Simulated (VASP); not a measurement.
Write the native input for VASP 6.6.1 that does the following.

| Property | Result |
| --- | --- |
| Task | single point |
| Functional | PBE |
| Potentials or basis | VASP PAW PBE potentials, release 64 (Y_sv) |
| Cutoff | 520 eV |
| k mesh | 8 × 8 × 8 |
| Occupations | fermi-dirac, width 0.05 eV |
| Spin | no spin polarisation |
| Dipole correction | no |
| Further INCAR settings | ALGO = Normal; EDIFF = 1e-07; NBANDS = 18 |

The structure of Y lies in POSCAR:

```
Y
1.0
    0.0000000000      3.4531162769      3.4531162769
    3.4531162769      0.0000000000      3.4531162769
    3.4531162769      3.4531162769      0.0000000000
Y
2
Direct
   -0.1925000000     -0.1025000000     -0.1025000000
    0.1925000000      0.1025000000      0.1025000000
```

This cell differs from its parent crystal: shortest bond scaled by 0.82.

The input as run:

INCAR

```
ALGO = Normal
EDIFF = 1E-7
ENCUT = 520
GGA = PE
ISIF = 2
ISMEAR = -1
LASPH = T
LCHARG = F
LREAL = F
LWAVE = F
NBANDS = 18
NELM = 80
PREC = Accurate
SIGMA = 0.05
```

KPOINTS

```
k-points
0
Gamma
  8 8 8
```

Potentials or basis: VASP PAW PBE potentials, release 64 (Y_sv).

Command:

```bash
$ cat potpaw_PBE.64/Y_sv/POTCAR > POTCAR
$ mpirun -np 1 vasp_std > vasp.out
```

It gave:

```json
{
 "Pressure": "2.2 GPa",
 "Largest force": "2.098 eV/Å",
 "Band gap on the k mesh": "zero (bands 11 and 12 overlap by 0.62 eV)"
}
```

Caveat: the cell differs from its parent crystal (shortest bond scaled by 0.82); forces of over 1 eV/Å act on the atoms, so gaps and moduli don't describe the material at rest.

It took 35 s on 1 thread of Intel(R) Xeon(R) 6975P-C (Granite Rapids), on a shared host, peak memory 0.26 GiB.
